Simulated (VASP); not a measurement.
SiP, 16 atoms in the cell. The cell holds an amorphous packing of atoms, 16 atoms: a = 6.224 Å, b = 5.917 Å, c = 5.856 Å, α = 92.24°, β = 91.36°, γ = 90.19°. 

* Program: VASP 6.6.1
* Task: single point
* Functional: PBE
* Potentials or basis: VASP PAW PBE potentials, release 64 (Si, P)
* Cutoff: 520 eV
* k mesh: 1 × 1 × 1, shifted
* Occupations: fermi-dirac, width 0.05 eV
* Spin: no spin polarisation
* Dipole correction: no
* Further INCAR settings: LREAL = Auto; ALGO = Normal; EDIFF = 1e-07; NBANDS = 50; ISYM = 0

Potentials or basis: VASP PAW PBE potentials, release 64 (Si, P).

Launch:

```sh
$ cat potpaw_PBE.64/Si/POTCAR potpaw_PBE.64/P/POTCAR > POTCAR
$ mpirun -np 1 vasp_std > vasp.out
```

Hardware: 1 thread of Oxide Virtual Turin-like Processor, on a shared host.

**Question.** Estimate the wall time of this run.

**Answer.** Wall time 47 s on 1 thread of Oxide Virtual Turin-like Processor, on a shared host, peak memory 0.25 GiB. Counts: scf iterations 15, k points 1.
